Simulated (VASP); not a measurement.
Input of a VASP 6.6.1 run:

INCAR

```
SYSTEM = Cr
ALGO = Normal
EDIFF = 1E-6
EDIFFG = -0.04
ENCUT = 600
GGA = PS
IBRION = 2
ISIF = 3
ISMEAR = 0
LASPH = .True.
LCHARG = .False.
LREAL = .False.
LWAVE = .False.
NELM = 100
NSW = 90
PREC = Accurate
SIGMA = 0.1
```

File KPOINTS:

```
k-points
0
Gamma
  8 8 8
  0 0 0
```

POSCAR

```
Cr
1.0
    0.0000000000      1.9713399451      4.3032436092
    1.3682579853      0.0000000000      4.3032436092
    1.3682579853      1.9713399451      0.0000000000
Cr
2
Direct
    0.1317563499      0.1317563499      0.8682436501
    0.8682436501      0.8682436501      0.1317563499
```

Potentials or basis: VASP PAW PBE potentials, release 64 (Cr_pv).

The run is started by

```sh
$ cat potpaw_PBE.64/Cr_pv/POTCAR > POTCAR
$ mpirun -np 1 vasp_std > vasp.out
```

Predict the relaxed volume.

11.56 Å³/atom.

Estimate the band gap on the k mesh.

zero (band 12 reaches 11.54 eV, above the bottom of band 13 at 10.46 eV).

Final structure:
```
Cr
1.0
     0.00000    1.96662    4.28325
     1.37293    0.00000    4.28325
     1.37293    1.96662    0.00000
Cr
2
Direct
  0.13178 0.13178 0.86822
  0.86822 0.86822 0.13178
```

Caveat: the k points lie up to 0.36 Å⁻¹ apart in the final cell; the PAW data sets were made with another functional, which shifts forces and pressure a little; the run has no spin polarisation, though such a crystal can be magnetic. Spin polarisation is off, so any magnetic state and its effect on volume and gap are missing.
